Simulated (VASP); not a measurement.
Write the native input for VASP 6.6.1 that does the following.

| Property | Result |
| --- | --- |
| Task | single point |
| Functional | PBE |
| Potentials or basis | VASP PAW PBE potentials, release 64 (Ca_sv, O) |
| Cutoff | 520 eV |
| k mesh | 10 × 10 × 10 |
| Occupations | fermi-dirac, width 0.02 eV |
| Spin | no spin polarisation |
| Dipole correction | no |
| Further INCAR settings | ALGO = Normal; EDIFF = 1e-06; NBANDS = 15 |

The structure of CaO lies in POSCAR:

```
CaO
1.0
    0.0000000000      2.3975473881      2.3975473881
    2.3975473881      0.0000000000      2.3975473881
    2.3975473881      2.3975473881      0.0000000000
Ca O
1 1
Direct
    0.0000000000      0.0000000000      0.0000000000
    0.5000000000      0.5000000000      0.5000000000
```

These files were run (other wordings do the same):

INCAR

```
PREC = Accurate ; ENCUT = 520
EDIFF = 1E-6 ; ISMEAR = -1
SIGMA = 0.02 ; LREAL = False
LASPH = True ; NELM = 60
ALGO = Normal ; ISIF = 2
LWAVE = False ; LCHARG = True
GGA = PE ; LELF = True
LVHAR = True ; NBANDS = 15
```

KPOINTS

```
Automatic mesh
0
Gamma
  10 10 10
```

Potentials or basis: VASP PAW PBE potentials, release 64 (Ca_sv, O).

The run is started by

```bash
$ cat potpaw_PBE.64/Ca_sv/POTCAR potpaw_PBE.64/O/POTCAR > POTCAR
$ mpirun -np 1 vasp_std > vasp.out
```

It gave:

```
Pressure               : 3.1 GPa
Band gap on the k mesh : 3.63 eV (least direct gap 4.01 eV)
```

Caveat: the cell stands under pressure.

Wall time 21 s on 1 thread of Intel(R) Xeon(R) Platinum 8259CL CPU @ 2.50GHz (Skylake/Cascade Lake) (shared host), peak memory 0.17 GiB.
